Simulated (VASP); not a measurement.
V3Si, 8 atoms in the cell. The structure is cubic, space group Pm-3n (No. 223). The conventional cell has a = 4.732 Å, b = 4.732 Å, c = 4.732 Å, α = 90.00°, β = 90.00°, γ = 90.00°. V (site symmetry -4m2) has 10 V at 2.37 to 2.90 Å and 4 Si at 2.65 Å within 3.1 Å. Si (site symmetry m-3) has 12 V at 2.65 Å within 3.5 Å. 

| Item | Value |
| --- | --- |
| Program | VASP 6.6.1 |
| Task | relaxation of cell and atoms |
| Functional | PBE |
| Potentials or basis | VASP PAW PBE potentials, release 64 (V_sv, Si) |
| Cutoff | 500 eV |
| k mesh | 5 × 5 × 5 |
| Occupations | fermi-dirac, width 0.1 eV |
| Spin | collinear spin, antiferromagnetic start |
| Starting moments | [1.5, -1.5, 1.5, -1.5, 1.5, -1.5, 0.0, 0.0] μB |
| Target pressure | 10 GPa |
| Dipole correction | no |
| Further INCAR settings | ALGO = Normal; EDIFF = 1e-07; IBRION = 2; EDIFFG = -0.03; NSW = 100; ISIF = 3 |

Potentials or basis: VASP PAW PBE potentials, release 64 (V_sv, Si).

Launch:

```bash
$ cat potpaw_PBE.64/V_sv/POTCAR potpaw_PBE.64/Si/POTCAR > POTCAR
$ mpirun -np 4 vasp_std > vasp.out
```

Hardware: 4 MPI ranks on Oxide Virtual Turin-like Processor (shared host).

Problem. Estimate the wall time of this run.

Solution. Run time: 6 min on 4 MPI ranks on Oxide Virtual Turin-like Processor, on a shared host, peak memory 0.3 GiB a rank. Counts: scf iterations 57, k points 18, ion steps 4.
